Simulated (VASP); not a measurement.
Set up this calculation in VASP 6.6.1, as the native input.

* Task: single point
* Functional: PBE
* Potentials or basis: VASP PAW PBE potentials, release 64 (K_sv, Cd)
* Cutoff: 520 eV
* k mesh: 6 × 6 × 6
* Occupations: gaussian, width 0.1 eV
* Spin: no spin polarisation
* Dipole correction: no
* Further INCAR settings: ALGO = Normal; EDIFF = 1e-06; NBANDS = 24

The structure of KCd2 lies in POSCAR:

```
KCd2
1.0
   -2.0240717405      2.0240717405      4.9653009885
    2.0240717405     -2.0240717405      4.9653009885
    2.0240717405      2.0240717405     -4.9653009885
K Cd
1 2
Direct
    0.0000000000      0.0000000000      0.0000000000
    0.6650000000      0.6650000000      0.0000000000
    0.3350000000      0.3350000000      0.0000000000
```

The input as run:

INCAR

```
SYSTEM = KCd2
PREC = Accurate
ENCUT = 520
EDIFF = 1E-6
ISMEAR = 0
SIGMA = 0.1
LREAL = .False.
LASPH = .True.
NELM = 60
ALGO = Normal
ISIF = 2
LWAVE = .False.
LCHARG = .False.
GGA = PE
NBANDS = 24
```

KPOINTS

```
Automatic mesh
0
Gamma
  6 6 6
  0 0 0
```

Potentials or basis: VASP PAW PBE potentials, release 64 (K_sv, Cd).

Run with:

```sh
$ cat potpaw_PBE.64/K_sv/POTCAR potpaw_PBE.64/Cd/POTCAR > POTCAR
$ mpirun -np 1 vasp_std > vasp.out
```

It gave:

* Pressure: 4.3 GPa
* Largest force: 0.399 eV/Å
* Band gap on the k mesh: zero (an odd number of electrons rules out a gap without spin polarisation)

Caveat: the cell stands under pressure.

Wall time 46 s on 1 thread of Intel(R) Xeon(R) 6975P-C (Granite Rapids), on a shared host, peak memory 0.33 GiB.
